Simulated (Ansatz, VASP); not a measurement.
# ScAl3: VASP beside Ansatz

Contents of POSCAR:

```
ScAl3
1.0
    4.1053305961      0.0000000000      0.0000000000
    0.0000000000      4.1053305961      0.0000000000
    0.0000000000      0.0000000000      4.1053305961
Sc Al
1 3
Direct
    0.0000000000      0.0000000000      0.0000000000
    0.5000000000      0.0000000000      0.5000000000
    0.0000000000      0.5000000000      0.5000000000
    0.5000000000      0.5000000000      0.0000000000
```

File INCAR.step1:

```
SYSTEM = ScAl3
ALGO = Normal
EDIFF = 1E-4
ENCUT = 520
GGA = PE
ISMEAR = 0
LASPH = .TRUE.
LCHARG = .FALSE.
LREAL = .FALSE.
LWAVE = .TRUE.
NBANDS = 18
NELM = 100
PREC = Accurate
SIGMA = 0.1
```

INCAR.step2

```
SYSTEM = ScAl3
ALGO = Normal
EDIFF = 1E-6
ENCUT = 520
ISIF = 2
ISMEAR = 0
ISTART = 1
LASPH = .TRUE.
LCHARG = .FALSE.
LMIXTAU = .TRUE.
LREAL = .FALSE.
LWAVE = .FALSE.
METAGGA = R2SCAN
NBANDS = 18
NELM = 100
PREC = Accurate
SIGMA = 0.1
```

File KPOINTS:

```
k-points
0
G
  10 10 10
  0 0 0
```

Input for Ansatz:

```yaml
crystal:
  lattice:
    - [4.1053305961, 0.0, 0.0]
    - [0.0, 4.1053305961, 0.0]
    - [0.0, 0.0, 4.1053305961]
  atoms:
    - { symbol: Sc, position: [0.0, 0.0, 0.0] }
    - { symbol: Al, position: [0.5, 0.0, 0.5] }
    - { symbol: Al, position: [0.0, 0.5, 0.5] }
    - { symbol: Al, position: [0.5, 0.5, 0.0] }
basis:
  ecutwfc: 500
kpoints:
  mp_grid: { grid: [10, 10, 10] }
  band_path:
    path:
      - [[0.0, 0.0, 0.0], [0.0, 0.5, 0.0], [0.5, 0.5, 0.0], [0.0, 0.0, 0.0], [0.5, 0.5, 0.5], [0.0, 0.5, 0.0]]
      - [[0.5, 0.5, 0.5], [0.5, 0.5, 0.0]]
    npoints: 14
hamiltonian:
  xc: r2scan
scf:
  occupations: { method: gaussian, width: 0.1 }
  n_extra_bands: 10
output:
  forces: true
  stress: true
  eigenvalues: true
  populations: true
  dos: { projected: true, de: 0.02, nscf_kmesh: { grid: [15, 15, 15] } }
  bader: true
  write_density: true
  write_potential: true
  elf: true
  volumetric_format: npy
```

Alike in both runs: task single point; functional r2SCAN; k mesh 10 × 10 × 10; occupations gaussian, width 0.1 eV; no spin polarisation.

|  | VASP | Ansatz |
| --- | --- | --- |
| version | VASP 6.6.1 | Ansatz 0.2.0 |
| potentials or method | VASP PAW PBE potentials, release 64 (Sc_sv, Al), cutoff 520 eV | scalar-relativistic, plane waves, PAW |
| valence electrons in the cell | 20 | 20 |

|  | VASP | Ansatz | Ansatz less VASP |
| --- | --- | --- | --- |
| gap on the k mesh at the Fermi level (eV) | none | none | - |
| pressure (GPa) | -1.3 | -1.3 | +0.01 |

VASP's potentials were made for PBE, not for r2SCAN. A gap of «none» marks a metal or a gap that the smearing closes.
